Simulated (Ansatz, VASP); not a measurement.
**AgI in VASP and in Ansatz**

INCAR

```
ALGO = Normal
EDIFF = 1E-6
ENCUT = 500
GGA = PS
GGA_COMPAT = False
ISIF = 2
ISMEAR = 0
LASPH = True
LCHARG = True
LELF = True
LREAL = False
LVHAR = True
LWAVE = False
NBANDS = 16
NELM = 120
PREC = Accurate
SIGMA = 0.05
```

Contents of KPOINTS:

```
k-points
0
Gamma
  8 8 8
```

POSCAR

```
AgI
1.0
    0.0000000000      3.2673495127      3.2673495127
    3.2673495127      0.0000000000      3.2673495127
    3.2673495127      3.2673495127      0.0000000000
Ag I
1 1
Direct
    0.0000000000      0.0000000000      0.0000000000
    0.7500000000      0.7500000000      0.7500000000
```

Input for Ansatz:

```yaml
crystal:
  lattice:
    - [0.0, 3.2673495127, 3.2673495127]
    - [3.2673495127, 0.0, 3.2673495127]
    - [3.2673495127, 3.2673495127, 0.0]
  atoms:
    - { symbol: Ag, position: [0.0, 0.0, 0.0] }
    - { symbol: I, position: [0.75, 0.75, 0.75] }
basis:
  ecutwfc: 420
  ecutrho_ratio: 4
kpoints:
  mp_grid: { grid: [8, 8, 8] }
hamiltonian:
  xc: pbesol
scf:
  occupations: { method: gaussian, width: 0.05 }
output:
  forces: true
  stress: true
  eigenvalues: true
  write_density: true
  write_potential: true
  elf: true
  volumetric_format: npy
```

Alike in both runs: task single point; functional PBEsol; k mesh 8 × 8 × 8; occupations gaussian, width 0.05 eV; no spin polarisation.

|  | VASP | Ansatz |
| --- | --- | --- |
| version | VASP 6.6.1 | Ansatz 0.2.0 |
| potentials or method | VASP PAW PBE potentials, release 64 (Ag, I), cutoff 500 eV | scalar-relativistic, plane waves, PAW |
| valence electrons in the cell | 18 | 36 |

|  | VASP | Ansatz | Ansatz less VASP |
| --- | --- | --- | --- |
| gap on the k mesh at the Fermi level (eV) | 1.21 | 1.20 | -0.003 |
| least direct gap on the mesh (eV) | 1.21 | 1.20 | -0.003 |
| pressure (GPa) | -1.2 | -1.2 | +0.03 |

VASP's potentials were made for PBE, not for PBEsol. The functional is the same, so the differences come from potentials, cutoffs and numerics. VASP's potentials hold 18 valence electrons a cell and Ansatz's 36, so a difference there can come from the potentials and not from the codes.

Spin-orbit coupling is off throughout.
